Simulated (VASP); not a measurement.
Set up this calculation in VASP 6.6.1, as the native input.

- Task: single point
- Functional: PBE
- Potentials or basis: VASP PAW PBE potentials, release 64 (Ga_d, Sb)
- Cutoff: 520 eV
- k mesh: 16 × 16 × 16
- Occupations: gaussian, width 0.15 eV
- Spin: no spin polarisation
- Dipole correction: no
- Further INCAR settings: ALGO = Normal; EDIFF = 1e-06; NBANDS = 16

The structure of GaSb lies in POSCAR:

```
GaSb
1.0
   -2.8305000000      2.8305000000      1.7076500000
    2.8305000000     -2.8305000000      1.7076500000
    2.8305000000      2.8305000000     -1.7076500000
Ga Sb
1 1
Direct
    0.2500000000      0.7500000000      0.5000000000
    0.0000000000      0.0000000000      0.0000000000
```

The input as run:

INCAR

```
PREC = Accurate ; ENCUT = 520
EDIFF = 1E-6 ; ISMEAR = 0
SIGMA = 0.15 ; LREAL = F
LASPH = T ; NELM = 100
ALGO = Normal ; ISIF = 2
LWAVE = F ; LCHARG = F
GGA = PE ; NBANDS = 16
```

KPOINTS

```
Automatic mesh
0
Gamma
  16 16 16
```

Potentials or basis: VASP PAW PBE potentials, release 64 (Ga_d, Sb).

The run is started by

```sh
$ cat potpaw_PBE.64/Ga_d/POTCAR potpaw_PBE.64/Sb/POTCAR > POTCAR
$ mpirun -np 1 vasp_std > vasp.out
```

Results of the run:

```yaml
Pressure: -4.4 GPa
Band_gap_on_the_k_mesh: zero (bands 9 and 10 overlap by 4.33 eV)
```

Caveat: the cell stands under tension; spin-orbit coupling is left out, which moves the levels of the heavy elements.

Run time: 5 min on 1 thread of AMD EPYC 7R13 (shared host), peak memory 0.4 GiB.
